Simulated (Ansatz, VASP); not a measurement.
# Ta2AlC2N in VASP and in Ansatz

```
CELL_PARAMETERS angstrom
-2.06248 2.06248 5.04365
2.06248 -2.06248 5.04365
2.06248 2.06248 -5.04365
ATOMIC_POSITIONS crystal
Ta 0.69337 0.69337 0.00000
Ta 0.30663 0.30663 0.00000
Al 0.00000 0.00000 0.00000
C 0.25000 0.75000 0.50000
C 0.75000 0.25000 0.50000
N 0.50000 0.50000 0.00000
```

Change from the starting cell: species swapped into the SmB2Rh2C type (I4/mmm, No. 139).

Alike in both runs: functional PBE; k mesh 6 × 6 × 6; occupations gaussian, width 0.1 eV; no spin polarisation.

Ansatz relaxed the structure, and its values are those at the end. VASP's run is a single point on that final structure, the one shown.

|  | VASP | Ansatz |
| --- | --- | --- |
| version | VASP 6.6.1 | Ansatz 0.2.0 |
| potentials or method | VASP PAW PBE potentials, release 64 (Ta_pv, Al, C, N), cutoff 520 eV | scalar-relativistic, plane waves, PAW |
| valence electrons in the cell | 38 | 42 |

```csv
,VASP,Ansatz,Ansatz less VASP
gap on the k mesh at the Fermi level (eV),none,none,-
pressure (GPa),0.6,0.2,-0.44
rms of the force components (eV/Å),0.013,0.004,-0.0092
```

A gap of «none» marks a metal or a gap that the smearing closes. VASP's potentials hold 38 valence electrons a cell and Ansatz's 42, so a difference there can come from the potentials and not from the codes.

Neither program's run includes spin-orbit coupling.
